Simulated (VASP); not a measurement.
A run of VASP 6.6.1 is set up as follows.

The input INCAR:

```
ALGO = Fast
EDIFF = 1E-7
EDIFFG = -0.01
ENCUT = 600
GGA = PE
IBRION = 2
ISIF = 3
ISMEAR = 0
LASPH = T
LCHARG = F
LREAL = F
LWAVE = F
NELM = 80
NSW = 100
PREC = Accurate
SIGMA = 0.1
```

Contents of KPOINTS:

```
k-points
0
Gamma
  8 8 6
```

Contents of POSCAR:

```
Mg3BiSb
1.0
    4.6301051910      0.0000000000      0.0000000000
    0.0000000000      4.6301051910      0.0000000000
    0.0000000000      0.0000000000      6.9530745195
Mg Sb Bi
3 1 1
Direct
    0.5000000000      0.5000000000      0.0097273486
    0.0000000000      0.5000000000      0.3806372900
    0.5000000000      0.0000000000      0.3806372900
    0.5000000000      0.5000000000      0.6084267580
    0.0000000000      0.0000000000      0.0805713133
```

Potentials or basis: VASP PAW PBE potentials, release 64 (Mg, Sb, Bi_d).

Launch:

```console
$ cat potpaw_PBE.64/Mg/POTCAR potpaw_PBE.64/Sb/POTCAR potpaw_PBE.64/Bi_d/POTCAR > POTCAR
$ mpirun -np 1 vasp_std > vasp.out
```

Question: What does it give for the band gap on the k mesh?

Answer: Zero (bands 13 and 14 overlap by 1.31 eV).

Question: Estimate the relaxed cell.

Answer: a = 4.597 Å, b = 4.597 Å, c = 7.013 Å, α = 90.00°, β = 90.00°, γ = 90.00°.

Question: Estimate the space group after relaxing (to 0.1 Å).

Answer: P4mm (No. 99).

Step by step:
| step | energy change (eV) | largest force (eV/Å) | pressure (GPa) | volume (Å³) |
| --- | --- | --- | --- | --- |
| 1 | 0.0000 | 0.0771 | -0.05 | 149.06 |
| 2 | -0.0019 | 0.0547 | -0.05 | 148.87 |
| 3 | -0.0034 | 0.0735 | -0.03 | 148.55 |
| 4 | -0.0034 | 0.0763 | -0.03 | 148.50 |
| 5 | -0.0038 | 0.0278 | -0.01 | 148.31 |
| 6 | -0.0038 | 0.0056 | -0.01 | 148.21 |

Caveat: spin-orbit coupling is left out, which moves the levels of the heavy elements.
